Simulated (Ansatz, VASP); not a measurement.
# Two plane-wave programs on Rb

INCAR

```
SYSTEM = Rb
  PREC = Accurate
  ENCUT = 520
  EDIFF = 1E-7
  ISMEAR = 0
  SIGMA = 0.15
  LREAL = .False.
  LASPH = .True.
  NELM = 100
  ALGO = Normal
  ISIF = 2
  LWAVE = .False.
  LCHARG = .True.
  LELF = .True.
  LVHAR = .True.
  NBANDS = 10
```

The input KPOINTS:

```
Automatic mesh
0
Gamma
  12 12 12
  0 0 0
```

The input POSCAR:

```
Rb
1.0
   -2.7329234719      3.1761002511      2.7308451955
    2.7329234719     -3.1761002511      2.7308451955
    2.7329234719      3.1761002511     -2.7308451955
Rb
1
Direct
    0.0000000000      0.0000000000      0.0000000000
```

Input for Ansatz:

```yaml
crystal:
  lattice:
    - [-2.7329234719, 3.1761002511, 2.7308451955]
    - [2.7329234719, -3.1761002511, 2.7308451955]
    - [2.7329234719, 3.1761002511, -2.7308451955]
  atoms:
    - { symbol: Rb, position: [0.0, 0.0, 0.0] }
basis:
  ecutwfc: 420
kpoints:
  mp_grid: { grid: [12, 12, 12] }
hamiltonian:
  xc: lda
scf:
  occupations: { method: gaussian, width: 0.15 }
output:
  forces: true
  stress: true
  eigenvalues: true
```

Change from the starting cell: strain -0.0750 x Voigt [1, -1, 0, 0, 0, 0], atoms carried along.

Alike in both runs: task single point; functional LDA; k mesh 12 × 12 × 12; occupations gaussian, width 0.15 eV; no spin polarisation.

|  | VASP | Ansatz |
| --- | --- | --- |
| version | VASP 6.6.1 | Ansatz 0.2.0 |
| potentials or method | VASP PAW LDA potentials, release 64 (Rb_sv), cutoff 520 eV | scalar-relativistic, plane waves, PAW |
| valence electrons in the cell | 9 | 9 |

|  | VASP | Ansatz | Ansatz less VASP |
| --- | --- | --- | --- |
| gap on the k mesh at the Fermi level (eV) | none | none | - |
| pressure (GPa) | -0.5 | -0.5 | 0.00 |

LDA's correlation is that of Perdew and Zunger in VASP and of Perdew and Wang (1992) in Ansatz. A gap of «none» marks a metal or a gap that the smearing closes.
